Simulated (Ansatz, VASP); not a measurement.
# Mg4O in VASP and in Ansatz

The input INCAR:

```
  ALGO = Normal
  EDIFF = 1E-7
  EDIFFG = -0.04
  ENCUT = 600
  GGA = PE
  IBRION = 2
  ISIF = 3
  ISMEAR = 0
  LASPH = T
  LCHARG = F
  LREAL = F
  LWAVE = F
  NELM = 80
  NSW = 90
  PREC = Accurate
  SIGMA = 0.1
```

KPOINTS

```
k-points
0
Gamma
  4 4 4
```

File POSCAR:

```
Mg4O
1.0
    4.2254869500      0.0000000000      0.0000000000
    0.0000000000      4.2254869500      0.0000000000
    0.0000000000      0.0000000000      4.2254869500
Mg O
4 1
Direct
    0.5000000000      0.0000000000      0.0000000000
    0.0000000000      0.5000000000      0.0000000000
    0.0000000000      0.0000000000      0.5000000000
    0.5000000000      0.5000000000      0.5000000000
    0.0000000000      0.0000000000      0.0000000000
```

Input for Ansatz:

```yaml
crystal:
  lattice:
    - [4.22548695, 0.0, 0.0]
    - [0.0, 4.22548695, 0.0]
    - [0.0, 0.0, 4.22548695]
  atoms:
    - { symbol: Mg, position: [0.5, 0.0, 0.0] }
    - { symbol: Mg, position: [0.0, 0.5, 0.0] }
    - { symbol: Mg, position: [0.0, 0.0, 0.5] }
    - { symbol: Mg, position: [0.5, 0.5, 0.5] }
    - { symbol: O, position: [0.0, 0.0, 0.0] }
basis:
  ecutwfc: 420
kpoints:
  mp_grid: { grid: [4, 4, 4] }
hamiltonian:
  xc: pbe
scf:
  occupations: { method: gaussian, width: 0.1 }
  lower_state_search: "off"
output:
  forces: true
  stress: true
  eigenvalues: true
relax:
  adjacent_minimum: "off"
  f_tol: 0.04
  max_steps: 70
  cell: { stress_tol: 0.4 }
```

Change from the starting cell: species swapped into the Co4N type (Pm-3m, No. 221).

Alike in both runs: task relaxation of cell and atoms; functional PBE; k mesh 4 × 4 × 4; occupations gaussian, width 0.1 eV; no spin polarisation.

|  | VASP | Ansatz |
| --- | --- | --- |
| version | VASP 6.6.1 | Ansatz 0.2.0 |
| potentials or method | VASP PAW PBE potentials, release 64 (Mg, O), cutoff 600 eV | scalar-relativistic, plane waves, PAW |
| valence electrons in the cell | 14 | 46 |

|  | VASP | Ansatz | Ansatz less VASP |
| --- | --- | --- | --- |
| gap on the k mesh at the Fermi level, each at its own relaxed structure (eV) | none | none | - |
| relaxed volume (Å³/atom) | 17.30 | 17.22 | -0.076 |
| relaxed cell length with the largest relative difference (Å) | 4.422 | 4.416 | -0.0065 |

A gap of «none» marks a metal or a gap that the smearing closes. VASP's potentials hold 14 valence electrons a cell and Ansatz's 46, so a difference there can come from the potentials and not from the codes.

The k mesh is coarse, so the values compare programs but aren't converged.
